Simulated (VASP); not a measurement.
Set up this calculation in VASP 6.6.1, as the native input.

* Task: single point
* Functional: PBE
* Potentials or basis: VASP PAW PBE potentials, release 64 (Cu, O)
* Cutoff: 520 eV
* k mesh: 10 × 10 × 5
* Occupations: gaussian, width 0.017 eV
* Spin: no spin polarisation
* Dipole correction: no
* Further INCAR settings: ALGO = Normal; EDIFF = 1e-06; NBANDS = 25

The structure of CuO lies in POSCAR:

```
CuO
1.0
    2.3418500000     -1.7113000000      0.0000000000
    2.3418500000      1.7113000000      0.0000000000
   -0.8500274268      0.0000000000      5.0578693947
Cu O
2 2
Direct
    0.5000000000      0.0000000000      0.5000000000
    0.0000000000      0.5000000000      0.0000000000
    0.4184000000      0.5816000000      0.7500000000
    0.5816000000      0.4184000000      0.2500000000
```

These files were run (other wordings do the same):

INCAR

```
PREC     = Accurate       # precision mode
ENCUT    = 520            # plane-wave cutoff, eV
EDIFF    = 1E-6           # SCF threshold, eV
ISMEAR   = 0              # smearing method
SIGMA    = 0.017          # smearing width, eV
LREAL    = False          # projectors in reciprocal space
LASPH    = True           # aspherical terms in the spheres
NELM     = 60             # most SCF steps
ALGO     = Normal         # electronic algorithm
ISIF     = 2              # what is computed and relaxed
LWAVE    = False          # write WAVECAR
LCHARG   = False          # write CHGCAR
GGA      = PE             # functional
NBANDS   = 25             # bands
```

KPOINTS

```
regular mesh
0
Gamma
  10 10 5
```

Potentials or basis: VASP PAW PBE potentials, release 64 (Cu, O).

Launch:

```sh
$ cat potpaw_PBE.64/Cu/POTCAR potpaw_PBE.64/O/POTCAR > POTCAR
$ mpirun -np 1 vasp_std > vasp.out
```

Results of the run:

```json
{
  "Pressure": "6.4 GPa",
  "Largest force": "0.219 eV/Å",
  "Band gap on the k mesh": "zero (bands 17 and 18 overlap by 0.60 eV)"
}
```

Caveat: the cell stands under pressure; semilocal functionals often make such compounds metallic where correlation or magnetic order opens a gap, which also shifts bond lengths.

It took 78 s on 1 thread of AMD EPYC 9R45 96-Core Processor (Zen 5), on a shared host, peak memory 0.22 GiB.
